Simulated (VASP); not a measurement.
# C (Fmmm) in VASP: notebook

Runs on C. Level: PBEsol. Tasks: electric field gradients.

All numbers are computed with VASP 6.6.1; they aren't measurements. Logs are shortened: lines on timing, memory, paths and dates and some standing lists are left out, and cuts for length are marked.

**1. The cell of the first run**

It takes space group Fmmm (No. 69, orthorhombic). Conventional cell: a = 2.423 Å, b = 4.197 Å, c = 6.606 Å, α = 90.00°, β = 90.00°, γ = 90.00°. Within 1.9 Å of C (site symmetry m2m) lie 3 C at 1.40 Å.

**2. Electric field gradients, PBEsol (8.40 Å³/atom)**

INCAR reads:

```
PREC = Accurate
ENCUT = 520
EDIFF = 1E-8
ISMEAR = -1
SIGMA = 0.05
LREAL = False
LASPH = True
NELM = 60
ALGO = Normal
ISIF = 2
LWAVE = False
LCHARG = False
GGA = PS
LEFG = True
NBANDS = 11
```

KPOINTS reads:

```
regular mesh
0
Gamma
  18 18 18
```

POSCAR reads:

```
C
1.0
    0.0000000000      2.0982532328      3.3027512099
    1.2114033709      0.0000000000      3.3027512099
    1.2114033709      2.0982532328      0.0000000000
C
2
Direct
    0.1666700000      0.8333300000      0.1666700000
    0.8333300000      0.1666700000      0.8333300000
```

Potentials or basis: VASP PAW PBE potentials, release 64 (C).

The run is started by

```
$ cat potpaw_PBE.64/C/POTCAR > POTCAR
$ mpirun -np 1 vasp_std > vasp.out
```

OUTCAR:

```text
PREC = Accurate
   ENCUT = 520
   EDIFF = 1E-8
   ISMEAR = -1
   LREAL = False
   LASPH = True
   NELM = 60
   ISIF = 2
   GGA = PS

 ion  position               nearest neighbor table
   1  0.167  0.833  0.167-   2 1.40   2 1.40   2 1.40
   2  0.833  0.167  0.833-   1 1.40   1 1.40   1 1.40

  LATTYP: Found a face centered orthorhombic cell.
 ALAT       =     2.4228067418
 B/A-ratio  =     1.7320846905
 C/A-ratio  =     2.7263843648

  Lattice vectors:

 A1 = (   0.0000000000,   2.0982532328,   3.3027512099)
 A2 = (   1.2114033709,   0.0000000000,   3.3027512099)
 A3 = (   1.2114033709,   2.0982532328,   0.0000000000)

Analysis of symmetry for initial positions (statically):
=====================================================================
 Subroutine PRICEL returns:
 Original cell was already a primitive cell.

 Routine SETGRP: Setting up the symmetry group for a
 face centered orthorhombic supercell.

 Subroutine GETGRP returns: Found  8 space group operations
 (whereof  8 operations were pure point group operations)
 out of a pool of  8 trial point group operations.

The static configuration has the point symmetry D_2h.

Analysis of symmetry for dynamics (positions and initial velocities):
=====================================================================
 Subroutine PRICEL returns:
 Original cell was already a primitive cell.

 Routine SETGRP: Setting up the symmetry group for a
 face centered orthorhombic supercell.

 Subroutine GETGRP returns: Found  8 space group operations
 (whereof  8 operations were pure point group operations)
 out of a pool of  8 trial point group operations.

The dynamic configuration has the point symmetry D_2h.

 Subroutine INISYM returns: Found  8 space group operations
 (whereof  8 operations are pure point group operations),
 and found     1 'primitive' translations

----------------------------------------------------------------------------------------

                                     Primitive cell

  volume of cell :      16.7901

  direct lattice vectors                    reciprocal lattice vectors
     0.000000000  2.098253233  3.302751210    -0.412744435  0.238293449  0.151388939
     1.211403371  0.000000000  3.302751210     0.412744435 -0.238293449  0.151388939
     1.211403371  2.098253233  0.000000000     0.412744435  0.238293449 -0.151388939

  length of vectors
     3.912905849  3.517906150  2.422842289     0.500060344  0.500060344  0.500060344

  position of ions in fractional coordinates (direct lattice)
     0.166670000  0.833330000  0.166670000
     0.833330000  0.166670000  0.833330000

  ion indices of the primitive-cell ions
   primitive index   ion index
                 1           1
                 2           2

----------------------------------------------------------------------------------------

 KPOINTS: regular mesh

Automatic generation of k-mesh.
 Grid dimensions read from file:
 generate k-points for:   18   18   18

 Generating k-lattice:

  Cartesian coordinates                     Fractional coordinates (reciprocal lattice)
    -0.022930246  0.013238525  0.008410497     0.055555556  0.000000000  0.000000000
     0.022930246 -0.013238525  0.008410497     0.000000000  0.055555556  0.000000000
     0.022930246  0.013238525 -0.008410497     0.000000000  0.000000000  0.055555556

  Length of vectors
     0.027781130  0.027781130  0.027781130

  Shift w.r.t. Gamma in fractional coordinates (k-lattice)
     0.000000000  0.000000000  0.000000000

 Subroutine IBZKPT returns following result:
 ===========================================

 Found    865 irreducible k-points:

 Following reciprocal coordinates:
            Coordinates               Weight
  0.000000  0.000000  0.000000      1.000000
  0.055556 -0.000000 -0.000000      8.000000
  0.111111 -0.000000 -0.000000      8.000000
  0.166667 -0.000000 -0.000000      8.000000
  0.222222 -0.000000 -0.000000      8.000000
  0.277778  0.000000 -0.000000      8.000000
[... 16 lines left out ...]
 -0.277778  0.055556  0.000000      8.000000
 -0.222222  0.055556  0.000000      8.000000
 [... further k-points ...]
   k-points           NKPTS =    865   k-points in BZ     NKDIM =    865   number of bands    NBANDS=     11
   number of dos      NEDOS =    301   number of ions     NIONS =      2
   total plane-waves  NPLWV =  15120
   dimension x,y,z NGX =    30 NGY =   28 NGZ =   18
   dimension x,y,z NGXF=    60 NGYF=   56 NGZF=   36
   ions per type =               2
   NGX,Y,Z   is equivalent  to a cutoff of  12.75, 13.23, 12.35 a.u.
   NGXF,Y,Z  is equivalent  to a cutoff of  25.49, 26.46, 24.70 a.u.
 SYSTEM =  unknown system
   PREC   = accura    normal or accurate (medium, high low for compatibility)
   ISTART =      0    job   : 0-new  1-cont  2-samecut
   ICHARG =      2    charge: 1-file 2-atom 10-const
   ISPIN  =      1    spin polarized calculation?
   LNONCOLLINEAR =      F non collinear calculations
   LSORBIT =      F    spin-orbit coupling
   LASPH  =      T    aspherical Exc in radial PAW
   ENCUT  =  520.0 eV  38.22 Ry    6.18 a.u.   7.28  6.54  4.50*2*pi/ulx,y,z
   NELM   =     60;   NELMIN=  2; NELMDL= -5     # of ELM steps
   EDIFF  = 0.1E-07   stopping-criterion for ELM
   LREAL  =      F    real-space projection
   EDIFFG = 0.1E-06   stopping-criterion for IOM
   NSW    =      0    number of steps for IOM
   IBRION =     -1    ionic relax: 0-MD 1-quasi-New 2-CG
   NFREE  =      0    steps in history (QN), initial steepest desc. (CG)
   ISIF   =      2    stress and relaxation
   ISYM   =      2    0-nonsym 1-usesym 2-fastsym
   POTIM  = 0.5000    time-step for ionic-motion
   TEBEG  =    0.0;   TEEND  =   0.0 temperature during run
   PSTRESS=    0.0 pullay stress
   NELECT =       8.0000    total number of electrons
   NUPDOWN=      -1.0000    fix difference up-down
   EMIN   =  10.00;   EMAX   =-10.00  energy-range for DOS
   EFERMI =   0.00;   METHOD = LEGACY
   ISMEAR =    -1;   SIGMA  =   0.05  broadening in eV -4-tet -1-fermi 0-gaus
   EFERMI_NEDOS =   21; number of points for ismear=-14 and -15
   IALGO  =     38    algorithm
   IMIX   =      4    mixing-type and parameters
     AMIX     =   0.40;   BMIX     =  1.00
     AMIX_MAG =   1.60;   BMIX_MAG =  1.00
  volume/ion in A,a.u.               =       8.40        56.65
  Fermi-wavevector in a.u.,A,eV,Ry     =   1.278657  2.416311 22.245024  1.634963
  Thomas-Fermi vector in A             =   2.411187
   LORBIT       =      0    0 simple, 1 ext, 2 COOP (PROOUT), +10 PAW based schemes
   GGA     = PS    functional components
   LHFCALC =     F    Hartree Fock is set to
   AEXX    =    0.0000 exact exchange contribution
   IVDW    =     0    specifies the selected vdW correction
   LEPSILON=     F    determine dielectric tensor
   LRPA    =     F    only Hartree local field effects (RPA)
 non-spin polarized calculation
  energy-cutoff  :      520.00
  volume of cell :       16.79
 maximum number of plane-waves:       469
 NGX is ok and might be reduce to    30
   NGX = 15   NGY = 13   NGZ =  9

 number of electron       7.9999999 magnetization

 Free energy of the ion-electron system (eV)
  ---------------------------------------------------
  ext. energy  EPLUGINS =         0.00000000
  ---------------------------------------------------
  free energy    TOTEN  =       -19.24450450 eV

  energy without entropy =      -19.24430624  energy(sigma->0) =      -19.24440537

 E-fermi :   5.0524     XC(G=0): -10.7609

 val. band max:        5.0114275444   @ k =  -0.2778   0.0556   0.3333
 cond. band min:       5.0969223739   @ k =  -0.2222   0.1111   0.3333
 fundamental gap:      0.0854948295
 Fermi energy:         5.0523524602

 k-point     1 :       0.0000    0.0000    0.0000
  band No.  band energies     occupation
      1     -14.9929      2.00000
      2      -1.7873      2.00000
      3       2.1071      2.00000
      4       2.1344      2.00000
      5       9.0282      0.00000
      6      13.7088      0.00000
      7      13.7878      0.00000
      8      17.1088      0.00000
      9      18.9962      0.00000
     10      28.0800      0.00000
     11      31.2463      0.00000
[... 309 lines left out ...]
 k-point    24 :      -0.2222    0.0556    0.0000
  band No.  band energies     occupation
      1     -13.0902      2.00000
      2      -3.0921      2.00000
      3      -0.2981      2.00000
      4       0.1627      2.00000
      5      11.3712      0.00000
      6      11.7585      0.00000
      7      13.5356      0.00000
      8      20.0851      0.00000
      9      22.1668      0.00000
     10      23.6424      0.00000
     11      28.7631      0.00000

 [... further k-points ...]

------------------------ aborting loop because EDIFF is reached ----------------------------------------

  FORCE on cell =-STRESS in cart. coord.  units (eV):
  Direction    XX          YY          ZZ          XY          YZ          ZX
  --------------------------------------------------------------------------------------
  -------------------------------------------------------------------------------------
  Total        2.2366860      2.1749356      0.2269967     -0.0000000      0.0000000      0.0000000
  in kB      213.4337390    207.5412644     21.6609526     -0.0000000      0.0000000      0.0000000
  external PRESSURE =     147.5453186 kB  Pullay stress =       0.0000000 kB

 VOLUME and BASIS-vectors are now :
 -----------------------------------------------------------------------------
  energy-cutoff  :      520.00
  volume of cell :       16.79
      direct lattice vectors                 reciprocal lattice vectors
     0.000000000  2.098253233  3.302751210    -0.412744435  0.238293449  0.151388939
     1.211403371  0.000000000  3.302751210     0.412744435 -0.238293449  0.151388939
     1.211403371  2.098253233  0.000000000     0.412744435  0.238293449 -0.151388939

 POSITION                                       TOTAL-FORCE (eV/Angst)
 -----------------------------------------------------------------------------------
      1.21140      0.69943      3.30275         0.000000      0.004176      0.000000
      1.21140      3.49707      3.30275         0.000000     -0.004176      0.000000
 -----------------------------------------------------------------------------------
    total drift:                               -0.000000     -0.000000     -0.000000

  FREE ENERGIE OF THE ION-ELECTRON SYSTEM (eV)
  ---------------------------------------------------
  free  energy   TOTEN  =       -19.2445045033 eV

  energy  without entropy=      -19.2443062365  energy(sigma->0) =      -19.24440537

 Electric field gradients (V/A^2)
---------------------------------------------------------------------
 ion       V_xx      V_yy      V_zz      V_xy      V_xz      V_yz
---------------------------------------------------------------------
   1     -17.083   -17.038    34.121     0.000     0.000     0.000
   2     -17.083   -17.038    34.121     0.000     0.000     0.000
---------------------------------------------------------------------

 Electric field gradients after diagonalization (V/A^2)
 (convention: |V_zz| > |V_xx| > |V_yy|)
----------------------------------------------------------------------
 ion       V_xx      V_yy      V_zz     asymmetry (V_yy - V_xx)/ V_zz
----------------------------------------------------------------------
   1     -17.083   -17.038    34.121       0.001
   2     -17.083   -17.038    34.121       0.001
----------------------------------------------------------------------

           NMR quadrupolar parameters

 Cq : quadrupolar parameter    Cq=e*Q*V_zz/h
 eta: asymmetry parameters     (V_yy - V_xx)/ V_zz
 Q  : nuclear electric quadrupole moment in mb (millibarn)
----------------------------------------------------------------------
 ion       Cq(MHz)       eta       Q (mb)
----------------------------------------------------------------------
   1       0.083       0.001       1.000
   2       0.083       0.001       1.000
----------------------------------------------------------------------
```

It took 89 s on 1 thread of Intel Xeon 6975P-C (Granite Rapids), shared host; peak memory 0.23 GiB.

Results:

```yaml
Free_energy: -19.2445 eV
Pressure: 14.8 GPa
Largest_force: 0.004 eV/Å
Largest_electric_field_gradient_by_atom: C +34.1 V/Å²
```

Forces in eV/Å, atoms in the order of the input:
```
C    0.000  0.004  0.000
C    0.000 -0.004  0.000
```

Electric field gradients, principal values (V/Å²):
```tsv
atom	least	middle	greatest (by size)
1 C	-17.038	-17.083	34.121
2 C	-17.038	-17.083	34.121
```

Caveat: the cell stands under pressure; this functional lacks dispersion, which binds the layers, so the pressure and a relaxed spacing across them are unreliable; without QUAD_EFG the Cq values of the log hold for a quadrupole moment of 1 mb, not for the nuclei; the PAW data sets were made with another functional, which shifts forces and pressure a little.

(Continued in part 2 of 3.)
